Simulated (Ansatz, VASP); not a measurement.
**CsLiCr2Te2S3: VASP beside Ansatz**

Contents of INCAR:

```
PREC = Accurate
ENCUT = 520
EDIFF = 1E-7
ISMEAR = -1
SIGMA = 0.05
LREAL = False
LASPH = True
NELM = 150
ALGO = Normal
ISIF = 2
LWAVE = False
LCHARG = False
ISPIN = 2
MAGMOM = 0 0 3 3 0 0 0 0 0
LORBIT = 11
LMAXMIX = 4
LDAU = True
LDAUTYPE = 2
LDAUL = -1 -1 2 -1 -1
LDAUU = 0 0 3 0 0
LDAUJ = 0 0 0 0 0
LDAUPRINT = 1
GGA = PE
NBANDS = 47
```

File KPOINTS:

```
Automatic mesh
0
Gamma
  4 4 3
```

POSCAR

```
CsLiCr2Te2S3
1.0
    3.4216200000     -5.1806900000      0.0078400000
    3.4216200000      5.1806900000      0.0078400000
   -2.9041100000      0.0000000000      7.4309300000
Cs Li Cr Te S
1 1 2 2 3
Direct
    0.0937400000      0.0937400000      0.0085300000
    0.5887500000      0.5887500000      0.5533600000
    0.0564600000      0.4675500000      0.5579000000
    0.4675500000      0.0564600000      0.5579000000
    0.5648600000      0.8735700000      0.2903500000
    0.8735700000      0.5648600000      0.2903500000
    0.8115100000      0.3969700000      0.7334700000
    0.3969700000      0.8115100000      0.7334700000
    0.2140400000      0.2140400000      0.4837100000
```

Contents of input.yaml:

```yaml
crystal:
  lattice:
    - [3.42162, -5.18069, 0.00784]
    - [3.42162, 5.18069, 0.00784]
    - [-2.90411, 0.0, 7.43093]
  atoms:
    - { symbol: Cs, position: [0.09374, 0.09374, 0.00853] }
    - { symbol: Li, position: [0.58875, 0.58875, 0.55336] }
    - { symbol: Cr, position: [0.05646, 0.46755, 0.5579], spin: 3.0 }
    - { symbol: Cr, position: [0.46755, 0.05646, 0.5579], spin: 3.0 }
    - { symbol: Te, position: [0.56486, 0.87357, 0.29035] }
    - { symbol: Te, position: [0.87357, 0.56486, 0.29035] }
    - { symbol: S, position: [0.81151, 0.39697, 0.73347] }
    - { symbol: S, position: [0.39697, 0.81151, 0.73347] }
    - { symbol: S, position: [0.21404, 0.21404, 0.48371] }
kpoints:
  mp_grid: { grid: [4, 4, 3] }
scf:
  occupations: { method: fermi_dirac, width: 0.05 }
hamiltonian:
  xc: pbe
  pseudopotentials: { kind: all_electron, lapw: { basis_error: 0.002 } }
  hubbard:
    sites: [{ species: Cr, l: d, u_eff: 3 }]
    double_counting: fll
    projectors: ortho-atomic
magnetization:
  spin_polarized: true
output:
  forces: true
  stress: true
  eigenvalues: true
  hubbard: {}
```

Alike in both runs: task single point; functional PBE; k mesh 4 × 4 × 3; occupations fermi-dirac, width 0.05 eV; collinear spin; Hubbard terms Cr d U = 3.0 eV.

```csv
,VASP,Ansatz
version,VASP 6.6.1,Ansatz 0.2.0
potentials or method,"VASP PAW PBE potentials, release 64 (Cs_sv, Li_sv, Cr_pv, Te, S), cutoff 520 eV","all-electron LAPW, scalar-relativistic"
```

|  | VASP | Ansatz | Ansatz less VASP |
| --- | --- | --- | --- |
| gap on the k mesh at the Fermi level (eV) | none | none | - |
| rms of the force components (eV/Å) | 0.383 | 0.464 | +0.0816 |
| net moment per atom (μB) | 0.55 | 0.58 | +0.023 |
| size of the moment on the site where the two differ most (μB) | 3.00 | 3.04 | +0.039 |

Site moments also hang on the region over which each program counts them. The programs project onto different local orbitals, so the same U acts differently, and such runs can settle in different states. Atom by atom the forces differ by 0.096 eV/Å (rms over components). A gap of «none» marks a metal or a gap that the smearing closes. Ansatz ran all-electron here, and VASP with PAW potentials.

Neither program's run includes spin-orbit coupling. Noted on VASP's run: the cutoff is short for stress, so the pressure is rough. Noted on Ansatz's run: the k mesh is thin for a metal, which can move the energy by tens of meV per atom; the magnetic state may not be the lowest; U is the effective U less J, on atomic orbitals that reach past the spheres.
